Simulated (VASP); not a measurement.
# Co (Pm-3m) in VASP: further runs

The runs below take Co through single point, with LDA.

All numbers are computed with VASP 6.6.1; they aren't measurements. Logs are shortened: lines on timing, memory, paths and dates and some standing lists are left out, and cuts for length are marked.

## Step 1: The cell of the first run

The structure is cubic, space group Pm-3m (No. 221). Conventional cell: a = 2.240 Å, b = 2.240 Å, c = 2.240 Å, α = 90.00°, β = 90.00°, γ = 90.00°. Co (site symmetry m-3m) has 6 Co at 2.24 Å within 3.0 Å.

This isn't the form of Co at room conditions, which is hcp.

## Step 2: Single point, LDA, collinear spin, ferromagnetic start

Contents of INCAR:

```
PREC = Accurate ; ENCUT = 520
EDIFF = 1E-6 ; ISMEAR = -1
SIGMA = 0.08 ; LREAL = False
LASPH = True ; NELM = 150
ALGO = Normal ; ISIF = 2
LWAVE = False ; LCHARG = False
ISPIN = 2 ; MAGMOM = 1.7
LORBIT = 11 ; LMAXMIX = 4
GGA = CA ; NBANDS = 14
```

Contents of KPOINTS:

```
regular mesh
0
Gamma
  17 17 17
```

Contents of POSCAR:

```
Co
1.0
    2.2395248615      0.0000000000      0.0000000000
    0.0000000000      2.2395248615      0.0000000000
    0.0000000000      0.0000000000      2.2395248615
Co
1
Direct
    0.0000000000      0.0000000000      0.0000000000
```

Potentials or basis: VASP PAW LDA potentials, release 64 (Co).

Started as:

```
cat potpaw_LDA.64/Co/POTCAR > POTCAR
mpirun -np 1 vasp_std > vasp.out
```

OUTCAR:

```text
PREC = Accurate
   ENCUT = 520
   EDIFF = 1E-6
   ISMEAR = -1
   LREAL = False
   LASPH = True
   NELM = 150
   ISIF = 2
   ISPIN = 2
   LORBIT = 11
   GGA = CA

 ion  position               nearest neighbor table
   1  0.000  0.000  0.000-

  LATTYP: Found a simple cubic cell.
 ALAT       =     2.2395248615

  Lattice vectors:

 A1 = (   2.2395248615,   0.0000000000,   0.0000000000)
 A2 = (   0.0000000000,   2.2395248615,   0.0000000000)
 A3 = (   0.0000000000,   0.0000000000,   2.2395248615)

Analysis of symmetry for initial positions (statically):
=====================================================================
 Subroutine PRICEL returns:
 Original cell was already a primitive cell.

 Routine SETGRP: Setting up the symmetry group for a
 simple cubic supercell.

 Subroutine GETGRP returns: Found 48 space group operations
 (whereof 48 operations were pure point group operations)
 out of a pool of 48 trial point group operations.

The static configuration has the point symmetry O_h .

Analysis of symmetry for dynamics (positions and initial velocities):
=====================================================================
 Subroutine PRICEL returns:
 Original cell was already a primitive cell.

 Routine SETGRP: Setting up the symmetry group for a
 simple cubic supercell.

 Subroutine GETGRP returns: Found 48 space group operations
 (whereof 48 operations were pure point group operations)
 out of a pool of 48 trial point group operations.

The dynamic configuration has the point symmetry O_h .

Analysis of structural, dynamic, and magnetic symmetry:
=====================================================================
 Subroutine PRICEL returns:
 Original cell was already a primitive cell.

 Routine SETGRP: Setting up the symmetry group for a
 simple cubic supercell.

 Subroutine GETGRP returns: Found 48 space group operations
 (whereof 48 operations were pure point group operations)
 out of a pool of 48 trial point group operations.

The overall configuration has the point symmetry O_h .

 Subroutine INISYM returns: Found 48 space group operations
 (whereof 48 operations are pure point group operations),
 and found     1 'primitive' translations

----------------------------------------------------------------------------------------

                                     Primitive cell

  volume of cell :      11.2323

  direct lattice vectors                    reciprocal lattice vectors
     2.239524862  0.000000000  0.000000000     0.446523286  0.000000000  0.000000000
     0.000000000  2.239524862  0.000000000     0.000000000  0.446523286  0.000000000
     0.000000000  0.000000000  2.239524862     0.000000000  0.000000000  0.446523286

  length of vectors
     2.239524862  2.239524862  2.239524862     0.446523286  0.446523286  0.446523286

  position of ions in fractional coordinates (direct lattice)
     0.000000000  0.000000000  0.000000000

  ion indices of the primitive-cell ions
   primitive index   ion index
                 1           1

----------------------------------------------------------------------------------------

 KPOINTS: regular mesh

Automatic generation of k-mesh.
 Grid dimensions read from file:
 generate k-points for:   17   17   17

 Generating k-lattice:

  Cartesian coordinates                     Fractional coordinates (reciprocal lattice)
     0.026266076  0.000000000  0.000000000     0.058823529  0.000000000  0.000000000
     0.000000000  0.026266076  0.000000000     0.000000000  0.058823529  0.000000000
     0.000000000  0.000000000  0.026266076     0.000000000  0.000000000  0.058823529

  Length of vectors
     0.026266076  0.026266076  0.026266076

  Shift w.r.t. Gamma in fractional coordinates (k-lattice)
     0.000000000  0.000000000  0.000000000

 Subroutine IBZKPT returns following result:
 ===========================================

 Found    165 irreducible k-points:

 Following reciprocal coordinates:
            Coordinates               Weight
  0.000000  0.000000  0.000000      1.000000
  0.058824  0.000000  0.000000      6.000000
  0.117647  0.000000  0.000000      6.000000
  0.176471  0.000000  0.000000      6.000000
  0.235294  0.000000  0.000000      6.000000
  0.294118  0.000000  0.000000      6.000000
[... 16 lines left out ...]
  0.411765  0.117647  0.000000     24.000000
  0.470588  0.117647  0.000000     24.000000
 [... further k-points ...]
   k-points           NKPTS =    165   k-points in BZ     NKDIM =    165   number of bands    NBANDS=     14
   number of dos      NEDOS =    301   number of ions     NIONS =      1
   total plane-waves  NPLWV =   5832
   dimension x,y,z NGX =    18 NGY =   18 NGZ =   18
   dimension x,y,z NGXF=    36 NGYF=   36 NGZF=   36
   ions per type =               1
   NGX,Y,Z   is equivalent  to a cutoff of  13.36, 13.36, 13.36 a.u.
   NGXF,Y,Z  is equivalent  to a cutoff of  26.72, 26.72, 26.72 a.u.
 SYSTEM =  unknown system
   PREC   = accura    normal or accurate (medium, high low for compatibility)
   ISTART =      0    job   : 0-new  1-cont  2-samecut
   ICHARG =      2    charge: 1-file 2-atom 10-const
   ISPIN  =      2    spin polarized calculation?
   LNONCOLLINEAR =      F non collinear calculations
   LSORBIT =      F    spin-orbit coupling
   LASPH  =      T    aspherical Exc in radial PAW
   ENCUT  =  520.0 eV  38.22 Ry    6.18 a.u.   4.16  4.16  4.16*2*pi/ulx,y,z
   NELM   =    150;   NELMIN=  2; NELMDL= -5     # of ELM steps
   EDIFF  = 0.1E-05   stopping-criterion for ELM
   LREAL  =      F    real-space projection
   EDIFFG = 0.1E-04   stopping-criterion for IOM
   NSW    =      0    number of steps for IOM
   IBRION =     -1    ionic relax: 0-MD 1-quasi-New 2-CG
   NFREE  =      0    steps in history (QN), initial steepest desc. (CG)
   ISIF   =      2    stress and relaxation
   ISYM   =      2    0-nonsym 1-usesym 2-fastsym
   POTIM  = 0.5000    time-step for ionic-motion
   TEBEG  =    0.0;   TEEND  =   0.0 temperature during run
   PSTRESS=    0.0 pullay stress
   NELECT =       9.0000    total number of electrons
   NUPDOWN=      -1.0000    fix difference up-down
   EMIN   =  10.00;   EMAX   =-10.00  energy-range for DOS
   EFERMI =   0.00;   METHOD = LEGACY
   ISMEAR =    -1;   SIGMA  =   0.08  broadening in eV -4-tet -1-fermi 0-gaus
   EFERMI_NEDOS =   21; number of points for ismear=-14 and -15
   IALGO  =     38    algorithm
   IMIX   =      4    mixing-type and parameters
     AMIX     =   0.40;   BMIX     =  1.00
     AMIX_MAG =   1.60;   BMIX_MAG =  1.00
  volume/ion in A,a.u.               =      11.23        75.80
  Fermi-wavevector in a.u.,A,eV,Ry     =   1.520547  2.873417 31.457519  2.312062
  Thomas-Fermi vector in A             =   2.629383
   LORBIT       =     11    0 simple, 1 ext, 2 COOP (PROOUT), +10 PAW based schemes
   GGA     = CA    functional components
   LHFCALC =     F    Hartree Fock is set to
   AEXX    =    0.0000 exact exchange contribution
   IVDW    =     0    specifies the selected vdW correction
   LEPSILON=     F    determine dielectric tensor
   LRPA    =     F    only Hartree local field effects (RPA)
 spin polarized calculation
  energy-cutoff  :      520.00
  volume of cell :       11.23
 maximum number of plane-waves:       312
 NGX is ok and might be reduce to    18
   NGX =  9   NGY =  9   NGZ =  9

 number of electron       8.9999989 magnetization       1.4520672

 Free energy of the ion-electron system (eV)
  ---------------------------------------------------
  ext. energy  EPLUGINS =         0.00000000
  ---------------------------------------------------
  free energy    TOTEN  =        -7.27755644 eV

  energy without entropy =       -7.24626503  energy(sigma->0) =       -7.26191074

 E-fermi :   9.6764     XC(G=0): -13.4269

 val. band max:        9.6652995280   @ k =   0.4706   0.4706   0.0000
 cond. band min:       9.6766295779   @ k =   0.2941   0.1176   0.0588
 fundamental gap:      0.0113300499
 Fermi energy:         9.6764470265

 spin component 1

 k-point     1 :       0.0000    0.0000    0.0000
  band No.  band energies     occupation
      1       0.8361      1.00000
      2       5.0915      1.00000
      3       5.0915      1.00000
      4       9.2520      0.99506
      5       9.2520      0.99506
      6       9.2520      0.99506
      7      30.2836      0.00000
      8      30.2836      0.00000
      9      30.2836      0.00000
     10      34.5677      0.00000
     11      34.5677      0.00000
     12      39.4482      0.00000
     13      47.1061      0.00000
     14      52.4179      0.00000
[... 375 lines left out ...]
 k-point    24 :       0.4706    0.1176    0.0000
  band No.  band energies     occupation
      1       5.3254      1.00000
      2       5.9320      1.00000
      3       6.5837      1.00000
      4       7.9024      1.00000
      5       9.2022      0.99734
      6       9.5935      0.73823
      7      14.4957      0.00000
      8      31.9657      0.00000
      9      35.0388      0.00000
     10      36.5954      0.00000
     11      38.8532      0.00000
     12      41.2084      0.00000
     13      43.6511      0.00000
     14      45.0316      0.00000

 [... further k-points ...]

 spin component 2

 k-point     1 :       0.0000    0.0000    0.0000
  band No.  band energies     occupation
      1       1.0789      1.00000
      2       6.1043      1.00000
      3       6.1043      1.00000
      4      10.8579      0.00000
      5      10.8579      0.00000
      6      10.8579      0.00000
      7      30.6201      0.00000
      8      30.6201      0.00000
      9      30.6201      0.00000
     10      35.0180      0.00000
     11      35.0180      0.00000
     12      39.7054      0.00000
     13      50.1377      0.00000
     14      52.7488      0.00000
[... 375 lines left out ...]
 k-point    24 :       0.4706    0.1176    0.0000
  band No.  band energies     occupation
      1       6.0452      1.00000
      2       6.9734      1.00000
      3       7.4599      1.00000
      4       9.3874      0.97373
      5      10.4207      0.00009
      6      10.8033      0.00000
      7      15.3743      0.00000
      8      32.2575      0.00000
      9      35.5066      0.00000
     10      36.7936      0.00000
     11      39.3063      0.00000
     12      41.5952      0.00000
     13      44.1788      0.00000
     14      45.3392      0.00000

 [... further k-points ...]
[... 5 lines left out ...]
  --------------------------------------------------------------------------------------
  -------------------------------------------------------------------------------------
  Total        0.2007357      0.2007357      0.2007357      0.0000000     -0.0000000     -0.0000000
  in kB       28.6330440     28.6330440     28.6330440      0.0000000     -0.0000000     -0.0000000
  external PRESSURE =      28.6330440 kB  Pullay stress =       0.0000000 kB

 VOLUME and BASIS-vectors are now :
 -----------------------------------------------------------------------------
  energy-cutoff  :      520.00
  volume of cell :       11.23
      direct lattice vectors                 reciprocal lattice vectors
     2.239524862  0.000000000  0.000000000     0.446523286  0.000000000  0.000000000
     0.000000000  2.239524862  0.000000000     0.000000000  0.446523286  0.000000000
     0.000000000  0.000000000  2.239524862     0.000000000  0.000000000  0.446523286

 POSITION                                       TOTAL-FORCE (eV/Angst)
 -----------------------------------------------------------------------------------
      0.00000      0.00000      0.00000         0.000000      0.000000      0.000000
 -----------------------------------------------------------------------------------
    total drift:                               -0.000000      0.000000      0.000000

  FREE ENERGIE OF THE ION-ELECTRON SYSTEM (eV)
  ---------------------------------------------------
  free  energy   TOTEN  =        -7.2775564422 eV

  energy  without entropy=       -7.2462650316  energy(sigma->0) =       -7.26191074

 total charge

# of ion       s       p       d       tot
------------------------------------------
    1        0.539   0.479   7.395   8.412

 magnetization (x)

# of ion       s       p       d       tot
------------------------------------------
    1        0.006   0.003   1.432   1.441
```

Wall time 45 s (1 thread of Intel Xeon Platinum 8488C (Sapphire Rapids), shared host); peak memory 0.14 GiB.

What came out:

- Free energy: -7.2776 eV
- Pressure: 2.9 GPa
- Net moment: 1.45 μB per cell
- Site moments: Co +1.44 μB
- Valence electrons inside the program's atomic spheres: Co 8.41

## Step 3: Single point, LDA, collinear spin, ferromagnetic start

Contents of INCAR:

```
  PREC = Accurate
  ENCUT = 520
  EDIFF = 1E-6
  ISMEAR = -1
  SIGMA = 0.08
  LREAL = F
  LASPH = T
  NELM = 150
  ALGO = Normal
  ISIF = 2
  LWAVE = F
  LCHARG = F
  ISPIN = 2
  MAGMOM = 1.7
  LORBIT = 11
  LMAXMIX = 4
  NBANDS = 14
```

KPOINTS is that of step 2.

Contents of POSCAR:

```
Co
1.0
    2.2389877765      0.0000000000      0.0000000000
    0.0000000000      2.2389877765      0.0000000000
    0.0000000000      0.0000000000      2.2389877765
Co
1
Direct
    0.0000000000      0.0000000000      0.0000000000
```

Potentials or basis: VASP PAW LDA potentials, release 64 (Co).

Started as:

```
cat potpaw_LDA.64/Co/POTCAR > POTCAR
mpirun -np 1 vasp_std > vasp.out
```

OUTCAR:

```text
PREC = Accurate
   ENCUT = 520
   EDIFF = 1E-6
   ISMEAR = -1
   LREAL = F
   LASPH = T
   NELM = 150
   ISIF = 2
   ISPIN = 2
   LORBIT = 11

 ion  position               nearest neighbor table
   1  0.000  0.000  0.000-

  LATTYP: Found a simple cubic cell.
 ALAT       =     2.2389877765

  Lattice vectors:

 A1 = (   2.2389877765,   0.0000000000,   0.0000000000)
 A2 = (   0.0000000000,   2.2389877765,   0.0000000000)
 A3 = (   0.0000000000,   0.0000000000,   2.2389877765)

Analysis of symmetry for initial positions (statically):
=====================================================================
 Subroutine PRICEL returns:
 Original cell was already a primitive cell.

 Routine SETGRP: Setting up the symmetry group for a
 simple cubic supercell.

 Subroutine GETGRP returns: Found 48 space group operations
 (whereof 48 operations were pure point group operations)
 out of a pool of 48 trial point group operations.

The static configuration has the point symmetry O_h .

Analysis of symmetry for dynamics (positions and initial velocities):
=====================================================================
 Subroutine PRICEL returns:
 Original cell was already a primitive cell.

 Routine SETGRP: Setting up the symmetry group for a
 simple cubic supercell.

 Subroutine GETGRP returns: Found 48 space group operations
 (whereof 48 operations were pure point group operations)
 out of a pool of 48 trial point group operations.

The dynamic configuration has the point symmetry O_h .

Analysis of structural, dynamic, and magnetic symmetry:
=====================================================================
 Subroutine PRICEL returns:
 Original cell was already a primitive cell.

 Routine SETGRP: Setting up the symmetry group for a
 simple cubic supercell.

 Subroutine GETGRP returns: Found 48 space group operations
 (whereof 48 operations were pure point group operations)
[... 150 lines left out ...]
 val. band max:        9.6864837028   @ k =   0.2941   0.1176   0.0588
 cond. band min:       9.6869855475   @ k =   0.4706   0.3529   0.2941
 fundamental gap:      0.0005018447
 Fermi energy:         9.6867648147

 spin component 1

 k-point     1 :       0.0000    0.0000    0.0000
  band No.  band energies     occupation
      1       0.8422      1.00000
      2       5.0988      1.00000
      3       5.0988      1.00000
      4       9.2639      0.99496
      5       9.2639      0.99496
      6       9.2639      0.99496
      7      30.3035      0.00000
      8      30.3035      0.00000
      9      30.3035      0.00000
     10      34.5898      0.00000
     11      34.5898      0.00000
     12      39.4729      0.00000
     13      47.1176      0.00000
     14      52.4434      0.00000
[... 379 lines left out ...]
      3       6.5922      1.00000
      4       7.9128      1.00000
      5       9.2141      0.99729
      6       9.6041      0.73744
      7      14.5114      0.00000
      8      31.9842      0.00000
      9      35.0627      0.00000
     10      36.6158      0.00000
     11      38.8782      0.00000
     12      41.2326      0.00000
     13      43.6776      0.00000
     14      45.0559      0.00000

 [... further k-points ...]

 spin component 2

 k-point     1 :       0.0000    0.0000    0.0000
  band No.  band energies     occupation
      1       1.0849      1.00000
      2       6.1109      1.00000
      3       6.1109      1.00000
      4      10.8691      0.00000
      5      10.8691      0.00000
      6      10.8691      0.00000
      7      30.6399      0.00000
      8      30.6399      0.00000
      9      30.6399      0.00000
     10      35.0399      0.00000
     11      35.0400      0.00000
     12      39.7304      0.00000
     13      50.1470      0.00000
     14      52.7745      0.00000
[... 379 lines left out ...]
      3       7.4677      1.00000
      4       9.3970      0.97398
      5      10.4311      0.00009
      6      10.8144      0.00000
      7      15.3895      0.00000
      8      32.2760      0.00000
      9      35.5304      0.00000
     10      36.8142      0.00000
     11      39.3311      0.00000
     12      41.6195      0.00000
     13      44.2057      0.00000
     14      45.3638      0.00000

 [... further k-points ...]
[... 5 lines left out ...]
  --------------------------------------------------------------------------------------
  -------------------------------------------------------------------------------------
  Total        0.2110500      0.2110500      0.2110500     -0.0000000     -0.0000000      0.0000000
  in kB       30.1259585     30.1259585     30.1259585     -0.0000000     -0.0000000      0.0000000
  external PRESSURE =      30.1259585 kB  Pullay stress =       0.0000000 kB

 VOLUME and BASIS-vectors are now :
 -----------------------------------------------------------------------------
  energy-cutoff  :      520.00
  volume of cell :       11.22
      direct lattice vectors                 reciprocal lattice vectors
     2.238987777  0.000000000  0.000000000     0.446630397  0.000000000  0.000000000
     0.000000000  2.238987777  0.000000000     0.000000000  0.446630397  0.000000000
     0.000000000  0.000000000  2.238987777     0.000000000  0.000000000  0.446630397

 POSITION                                       TOTAL-FORCE (eV/Angst)
 -----------------------------------------------------------------------------------
      0.00000      0.00000      0.00000         0.000000      0.000000      0.000000
 -----------------------------------------------------------------------------------
    total drift:                                0.000000      0.000000      0.000000

  FREE ENERGIE OF THE ION-ELECTRON SYSTEM (eV)
  ---------------------------------------------------
  free  energy   TOTEN  =        -7.2774079246 eV

  energy  without entropy=       -7.2461509294  energy(sigma->0) =       -7.26177943

 total charge

# of ion       s       p       d       tot
------------------------------------------
    1        0.539   0.480   7.395   8.414

 magnetization (x)

# of ion       s       p       d       tot
------------------------------------------
    1        0.006   0.003   1.431   1.440
```

stdout:

```text
POSCAR found type information on POSCAR Co
 POSCAR found :  1 types and       1 ions
 scaLAPACK will be used
 LDA part: xc-table for (Slater(with rela. corr.)+CA(PZ))
 , standard interpolation
 POSCAR, INCAR and KPOINTS ok, starting setup
 FFT: planning ... GRIDC
 FFT: planning ... GRID_SOFT
 FFT: planning ... GRID
 WAVECAR not read
 entering main loop
```

It took 41 s on 1 thread of Intel Xeon Platinum 8488C (Sapphire Rapids), shared host; peak memory 0.15 GiB.

Results:

- Free energy: -7.2774 eV
- Pressure: 3.0 GPa
- Net moment: 1.45 μB per cell
- Site moments: Co +1.44 μB
- Valence electrons inside the program's atomic spheres: Co 8.41

Levels at points of the mesh, in eV from the Fermi level:
Spin up:
```csv
k point,band 1,band 2,band 3,band 4,band 5,band 6,band 7,band 8,band 9,band 10
"(0.00, 0.00, 0.00)",-8.84,-4.59,-4.59,-0.42,-0.42,-0.42,20.62,20.62,20.62,24.90
```
Spin down:
```tsv
k point	band 2	band 3	band 4	band 5	band 6	band 7
(0.00, 0.00, 0.00)	-3.58	-3.58	1.18	1.18	1.18	20.95
```

Caveat: the cell stands under pressure.
